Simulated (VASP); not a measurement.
# Ni: single point with BLYP

Crystal: Ni.

```xyz
4
Lattice="2.6254 0.0000 0.0000 -1.3127 2.2737 0.0000 0.0000 0.0000 8.6029" Properties=species:S:1:pos:R:3 pbc="T T T"
Ni    0.0000    0.0000    8.6029
Ni    0.0000    0.0000    4.3014
Ni    0.0000    1.5158    2.1507
Ni    1.3127    0.7579    6.4522
```

This cell differs from its parent crystal: volume scaled by 1.12.

- Program: VASP 6.6.1
- Task: single point
- Functional: BLYP
- Potentials or basis: VASP PAW PBE potentials, release 64 (Ni)
- Cutoff: 520 eV
- k mesh: 16 × 16 × 5
- Occupations: fermi-dirac, width 0.05 eV
- Spin: collinear spin, ferromagnetic start
- Starting moments: [0.667, 0.667, 0.676, 0.676] μB
- Dipole correction: no
- Further INCAR settings: ALGO = Normal; EDIFF = 1e-06; NBANDS = 32

The pressure is -14.1 GPa. The net moment is 2.56 μB per cell. The site moments are Ni +0.66, +0.67 μB and the valence electrons inside the program's atomic spheres are Ni 9.12, 9.11.

Stress tensor (GPa, compression positive):
```
-14.15   0.00   0.00
  0.00 -14.15   0.00
  0.00   0.00 -13.97
```

Levels at points of the mesh, in eV from the Fermi level:
Spin up:
```
           k point  band 17  band 18  band 19  band 20  band 21  band 22  band 23  band 24  band 25  band 26
(0.00, 0.00, 0.00)    -1.28    -1.08    -1.08    -0.91    -0.91    -0.66    -0.66     0.19     4.55    12.85
(0.50, 0.00, 0.00)    -0.58    -0.57    -0.56    -0.55     0.56     1.53     2.00     2.52     5.41     5.43
```
Spin down:
```
           k point  band 14  band 15  band 16  band 17  band 18  band 19  band 20  band 21  band 22  band 23
(0.00, 0.00, 0.00)    -1.12    -1.12    -0.71    -0.71    -0.45    -0.45    -0.24    -0.24     0.06     0.06
(0.50, 0.00, 0.00)     0.03     0.12     0.13     0.17     0.23     0.26     0.29     0.66     1.54     2.34
```

Wall time 5 min on 1 thread of Intel(R) Xeon(R) Platinum 8259CL CPU @ 2.50GHz (Skylake/Cascade Lake), with other jobs on the host, peak memory 0.32 GiB.

Caveat: the PAW data sets were made with another functional, which shifts forces and pressure a little.
